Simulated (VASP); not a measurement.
# I (I4/mmm) in VASP: a series of runs, part 2 of 2

VASP 6.6.1.

## 4. Single point, PBE+D3(BJ)

Contents of INCAR:

```
SYSTEM = I
ALGO = Normal ; EDIFF = 1E-6
ENCUT = 520 ; GGA = PE
ISIF = 2 ; ISMEAR = 0
IVDW = 12 ; LASPH = .TRUE.
LCHARG = .FALSE. ; LREAL = .FALSE.
LWAVE = .FALSE. ; NBANDS = 10
NELM = 80 ; PREC = Accurate
SIGMA = 0.15
```

Contents of KPOINTS:

```
k-points
0
G
  18 18 18
  0 0 0
```

Contents of POSCAR:

```
I
1.0
   -1.9661775691      1.9661775691      2.3594130829
    1.9661775691     -1.9661775691      2.3594130829
    1.9661775691      1.9661775691     -2.3594130829
I
1
Direct
    0.0000000000      0.0000000000      0.0000000000
```

Potentials or basis: VASP PAW PBE potentials, release 64 (I).

Started as:

```
$ cat potpaw_PBE.64/I/POTCAR > POTCAR
$ mpirun -np 1 vasp_std > vasp.out
```

OUTCAR:

```text
SYSTEM = I
   EDIFF = 1E-6
   ENCUT = 520
   GGA = PE
   ISIF = 2
   ISMEAR = 0
   IVDW = 12
   LASPH = .TRUE.
   LREAL = .FALSE.
   NELM = 80
   PREC = Accurate
 IVDW          = 12

 ion  position               nearest neighbor table
   1  0.000  0.000  0.000-

  LATTYP: Found a body centered tetragonal cell.
 ALAT       =     3.9323551382
 C/A-ratio  =     1.2000000000

  Lattice vectors:

 A1 = (  -1.9661775691,   1.9661775691,   2.3594130829)
 A2 = (   1.9661775691,  -1.9661775691,   2.3594130829)
 A3 = (   1.9661775691,   1.9661775691,  -2.3594130829)

Analysis of symmetry for initial positions (statically):
=====================================================================
 Subroutine PRICEL returns:
 Original cell was already a primitive cell.

 Routine SETGRP: Setting up the symmetry group for a
 body centered tetragonal supercell.

 Subroutine GETGRP returns: Found 16 space group operations
 (whereof 16 operations were pure point group operations)
 out of a pool of 16 trial point group operations.

The static configuration has the point symmetry D_4h.

Analysis of symmetry for dynamics (positions and initial velocities):
=====================================================================
 Subroutine PRICEL returns:
 Original cell was already a primitive cell.

 Routine SETGRP: Setting up the symmetry group for a
 body centered tetragonal supercell.

 Subroutine GETGRP returns: Found 16 space group operations
 (whereof 16 operations were pure point group operations)
 out of a pool of 16 trial point group operations.

The dynamic configuration has the point symmetry D_4h.

 Subroutine INISYM returns: Found 16 space group operations
 (whereof 16 operations are pure point group operations),
 and found     1 'primitive' translations

----------------------------------------------------------------------------------------

                                     Primitive cell

  volume of cell :      36.4846

  direct lattice vectors                    reciprocal lattice vectors
    -1.966177569  1.966177569  2.359413083     0.000000000  0.254300531  0.211917109
     1.966177569 -1.966177569  2.359413083     0.254300531  0.000000000  0.211917109
     1.966177569  1.966177569 -2.359413083     0.254300531  0.254300531  0.000000000

  length of vectors
     3.646716134  3.646716134  3.646716134     0.331025107  0.331025107  0.359635260

  position of ions in fractional coordinates (direct lattice)
     0.000000000  0.000000000  0.000000000

  ion indices of the primitive-cell ions
   primitive index   ion index
                 1           1

----------------------------------------------------------------------------------------

 KPOINTS: k-points

Automatic generation of k-mesh.
 Grid dimensions read from file:
 generate k-points for:   18   18   18

 Generating k-lattice:

  Cartesian coordinates                     Fractional coordinates (reciprocal lattice)
     0.000000000  0.014127807  0.011773173     0.055555556 -0.000000000  0.000000000
     0.014127807  0.000000000  0.011773173    -0.000000000  0.055555556  0.000000000
     0.014127807  0.014127807  0.000000000     0.000000000  0.000000000  0.055555556

  Length of vectors
     0.018390284  0.018390284  0.019979737

  Shift w.r.t. Gamma in fractional coordinates (k-lattice)
     0.000000000  0.000000000  0.000000000

 Subroutine IBZKPT returns following result:
 ===========================================

 Found    480 irreducible k-points:

 Following reciprocal coordinates:
            Coordinates               Weight
  0.000000  0.000000  0.000000      1.000000
  0.055556 -0.000000  0.000000      8.000000
  0.111111 -0.000000  0.000000      8.000000
  0.166667 -0.000000  0.000000      8.000000
  0.222222  0.000000 -0.000000      8.000000
  0.277778  0.000000  0.000000      8.000000
[... 16 lines left out ...]
 -0.277778  0.055556  0.000000     16.000000
 -0.222222  0.055556  0.000000     16.000000
 [... further k-points ...]
   k-points           NKPTS =    480   k-points in BZ     NKDIM =    480   number of bands    NBANDS=     10
   number of dos      NEDOS =    301   number of ions     NIONS =      1
   total plane-waves  NPLWV =  21952
   dimension x,y,z NGX =    28 NGY =   28 NGZ =   28
   dimension x,y,z NGXF=    56 NGYF=   56 NGZF=   56
   ions per type =               1
   NGX,Y,Z   is equivalent  to a cutoff of  12.76, 12.76, 12.76 a.u.
   NGXF,Y,Z  is equivalent  to a cutoff of  25.53, 25.53, 25.53 a.u.
 SYSTEM =  I
   PREC   = accura    normal or accurate (medium, high low for compatibility)
   ISTART =      0    job   : 0-new  1-cont  2-samecut
   ICHARG =      2    charge: 1-file 2-atom 10-const
   ISPIN  =      1    spin polarized calculation?
   LNONCOLLINEAR =      F non collinear calculations
   LSORBIT =      F    spin-orbit coupling
   LASPH  =      T    aspherical Exc in radial PAW
   ENCUT  =  520.0 eV  38.22 Ry    6.18 a.u.   6.78  6.78  6.78*2*pi/ulx,y,z
   NELM   =     80;   NELMIN=  2; NELMDL= -5     # of ELM steps
   EDIFF  = 0.1E-05   stopping-criterion for ELM
   LREAL  =      F    real-space projection
   EDIFFG = 0.1E-04   stopping-criterion for IOM
   NSW    =      0    number of steps for IOM
   IBRION =     -1    ionic relax: 0-MD 1-quasi-New 2-CG
   NFREE  =      0    steps in history (QN), initial steepest desc. (CG)
   ISIF   =      2    stress and relaxation
   ISYM   =      2    0-nonsym 1-usesym 2-fastsym
   POTIM  = 0.5000    time-step for ionic-motion
   TEBEG  =    0.0;   TEEND  =   0.0 temperature during run
   PSTRESS=    0.0 pullay stress
   NELECT =       7.0000    total number of electrons
   NUPDOWN=      -1.0000    fix difference up-down
   EMIN   =  10.00;   EMAX   =-10.00  energy-range for DOS
   EFERMI =   0.00;   METHOD = LEGACY
   ISMEAR =     0;   SIGMA  =   0.15  broadening in eV -4-tet -1-fermi 0-gaus
   EFERMI_NEDOS =   21; number of points for ismear=-14 and -15
   IALGO  =     38    algorithm
   IMIX   =      4    mixing-type and parameters
     AMIX     =   0.40;   BMIX     =  1.00
     AMIX_MAG =   1.60;   BMIX_MAG =  1.00
  volume/ion in A,a.u.               =      36.48       246.21
  Fermi-wavevector in a.u.,A,eV,Ry     =   0.944215  1.784308 12.130172  0.891543
  Thomas-Fermi vector in A             =   2.071998
   LORBIT       =      0    0 simple, 1 ext, 2 COOP (PROOUT), +10 PAW based schemes
   GGA     = PE    functional components
   LHFCALC =     F    Hartree Fock is set to
   AEXX    =    0.0000 exact exchange contribution
   IVDW    =    12    specifies the selected vdW correction
   LEPSILON=     F    determine dielectric tensor
   LRPA    =     F    only Hartree local field effects (RPA)
 non-spin polarized calculation
 Gauss-broadening in eV      SIGMA  =   0.15
  energy-cutoff  :      520.00
  volume of cell :       36.48
 maximum number of plane-waves:      1008
   NGX = 13   NGY = 13   NGZ = 13

 number of electron       7.0000000 magnetization

 Free energy of the ion-electron system (eV)
  ---------------------------------------------------
  ext. energy  EPLUGINS =         0.00000000
  ---------------------------------------------------
  free energy    TOTEN  =        -1.06308357 eV

  energy without entropy =       -1.04517825  energy(sigma->0) =       -1.05413091

 E-fermi :   4.0028     XC(G=0):  -8.9236

 val. band max:        4.0017012768   @ k =  -0.2222   0.5000   0.0556
 cond. band min:       4.0047741524   @ k =  -0.3333   0.1667   0.0556
 fundamental gap:      0.0030728756
 Fermi energy:         4.0028373759

 k-point     1 :       0.0000    0.0000    0.0000
  band No.  band energies     occupation
      1      -9.1928      2.00000
      2       4.8460      0.00000
      3       4.9023      0.00000
      4       4.9023      0.00000
      5      10.9248      0.00000
      6      13.4370      0.00000
      7      13.4370      0.00000
      8      14.6691      0.00000
      9      15.5362      0.00000
     10      16.0857      0.00000
[... 287 lines left out ...]
 k-point    24 :      -0.2222    0.0556    0.0000
  band No.  band energies     occupation
      1      -8.7940      2.00000
      2       2.6769      2.00000
      3       4.4162      0.00010
      4       4.6478      0.00000
      5      11.6115      0.00000
      6      13.1643      0.00000
      7      13.6231      0.00000
      8      14.7017      0.00000
      9      15.6252      0.00000
     10      16.2218      0.00000

 [... further k-points ...]

------------------------ aborting loop because EDIFF is reached ----------------------------------------

 Edisp (eV)   -0.36375

 E8    (eV) :    -0.1639

  FORCE on cell =-STRESS in cart. coord.  units (eV):
  Direction    XX          YY          ZZ          XY          YZ          ZX
  --------------------------------------------------------------------------------------
  -------------------------------------------------------------------------------------
  Total      -0.48074    -0.48074    -0.59754     0.00000     0.00000     0.00000
  in kB     -21.11111   -21.11111   -26.24040     0.00000     0.00000     0.00000
  external pressure =      -22.82 kB  Pullay stress =        0.00 kB

 VOLUME and BASIS-vectors are now :
 -----------------------------------------------------------------------------
  energy-cutoff  :      520.00
  volume of cell :       36.48
      direct lattice vectors                 reciprocal lattice vectors
    -1.966177569  1.966177569  2.359413083     0.000000000  0.254300531  0.211917109
     1.966177569 -1.966177569  2.359413083     0.254300531  0.000000000  0.211917109
     1.966177569  1.966177569 -2.359413083     0.254300531  0.254300531  0.000000000

 POSITION                                       TOTAL-FORCE (eV/Angst)
 -----------------------------------------------------------------------------------
      0.00000      0.00000      0.00000        -0.000000      0.000000      0.000000
 -----------------------------------------------------------------------------------
    total drift:                                0.000000      0.000000      0.000000

  FREE ENERGIE OF THE ION-ELECTRON SYSTEM (eV)
  ---------------------------------------------------
  free  energy   TOTEN  =        -1.4268287533 eV

  energy  without entropy=       -1.4089234328  energy(sigma->0) =       -1.41787609
```

OSZICAR:

```text
N       E                     dE             d eps       ncg     rms          rms(c)
DAV:   1     0.195039952310E+02    0.19504E+02   -0.24374E+03  9600   0.494E+02
DAV:   2    -0.283085260234E+00   -0.19787E+02   -0.19307E+02 12330   0.826E+01
DAV:   3    -0.105820526403E+01   -0.77512E+00   -0.75741E+00 12360   0.163E+01
DAV:   4    -0.106447968473E+01   -0.62744E-02   -0.62720E-02 11886   0.178E+00
DAV:   5    -0.106455810649E+01   -0.78422E-04   -0.78420E-04 11876   0.186E-01    0.324E+00
DAV:   6    -0.106297473455E+01    0.15834E-02   -0.30210E-03 11154   0.254E-01    0.198E+00
DAV:   7    -0.106311436923E+01   -0.13963E-03   -0.50694E-03 10724   0.343E-01    0.140E-01
DAV:   8    -0.106308263439E+01    0.31735E-04   -0.30416E-04 10834   0.848E-02    0.251E-02
DAV:   9    -0.106308357059E+01   -0.93620E-06   -0.66344E-06 12370   0.173E-02
   1 F= -.14268288E+01 E0= -.14178761E+01  d E =-.179053E-01
```

stdout:

```text
POSCAR found type information on POSCAR I
 POSCAR found :  1 types and       1 ions
 scaLAPACK will be used
 LDA part: xc-table for (Slater+PW92), standard interpolation
 POSCAR, INCAR and KPOINTS ok, starting setup
 FFT: planning ... GRIDC
 FFT: planning ... GRID_SOFT
 FFT: planning ... GRID
 WAVECAR not read
 entering main loop
```

It took 1.8 min on 1 thread of Intel Xeon 8259CL, shared host; peak memory 0.29 GiB.

Results:

| Item | Value |
| --- | --- |
| Free energy | -1.4268 eV |
| Pressure | -2.3 GPa |
| Band gap on the k mesh | zero (an odd number of electrons rules out a gap without spin polarisation) |
| Dispersion energy per atom | -0.364 eV |

Stress tensor (GPa, compression positive):
```
-2.11  0.00  0.00
 0.00 -2.11  0.00
 0.00  0.00 -2.62
```

Caveat: spin-orbit coupling is left out, which moves the levels of the heavy elements; an odd number of electrons without spin polarisation forces a metal; a magnetic or distorted state may lie lower.

## 5. The runs side by side

```csv
cell,gap on the mesh (eV),pressure (GPa)
"a = 3.708 Å, angles 101.5, 101.5, 126.9°, 1 atom",none,-1.3
"a = 3.639 Å, angles 105.4, 105.4, 118.0°, 1 atom",none,-2.0
"a = 3.647 Å, angles 114.7, 114.7, 99.4°, 1 atom",none,-2.3
```

Alike in all rows: task single point; level PBE+D3(BJ); potentials or basis VASP PAW PBE potentials, release 64 (I); no spin polarisation; k mesh 18 × 18 × 18; cutoff (eV) 520; smearing gaussian 0.15 eV.

Caveats: spin-orbit coupling is left out, which moves the levels of the heavy elements; an odd number of electrons without spin polarisation forces a metal; a magnetic or distorted state may lie lower.

Total energies depend on the potentials used, so only differences within one code and one set of settings carry meaning.
